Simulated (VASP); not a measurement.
Here is a VASP 6.6.1 calculation.

The input INCAR:

```
SYSTEM = O
  PREC = Accurate
  ENCUT = 520
  EDIFF = 1E-7
  ISMEAR = -1
  SIGMA = 0.02
  LREAL = .FALSE.
  LASPH = .TRUE.
  NELM = 60
  ALGO = Normal
  ISIF = 2
  LWAVE = .FALSE.
  LCHARG = .FALSE.
  GGA = PE
  NBANDS = 20
```

The input KPOINTS:

```
regular mesh
0
G
  8 6 10
  0 0 0
```

File POSCAR:

```
O
1.0
    4.0422275034      0.0000000000     -0.0510976291
    0.0000000000      4.0261597155      0.0000000000
   -1.0645667235      0.0000000000      2.7914532645
O
4
Direct
    0.3398637733      0.6842021034      0.6702381013
    0.6601362267      0.6842021034      0.8297618987
    0.6601362267      0.3157978966      0.3297618987
    0.3398637733      0.3157978966      0.1702381013
```

Potentials or basis: VASP PAW PBE potentials, release 64 (O).

Launch:

```bash
$ cat potpaw_PBE.64/O/POTCAR > POTCAR
$ mpirun -np 1 vasp_std > vasp.out
```

(1) What does it give for the pressure?

(2) What does it give for the band gap on the k mesh?

## Answers

(1) 9.5 GPa.

(2) 0.91 eV, indirect (least direct gap 0.94 eV).

Caveat: the standard files for N, O and F lose accuracy on very short bonds; spin is off for a triplet molecule; forces of over 1 eV/Å act on the atoms, so gaps and moduli don't describe the material at rest.
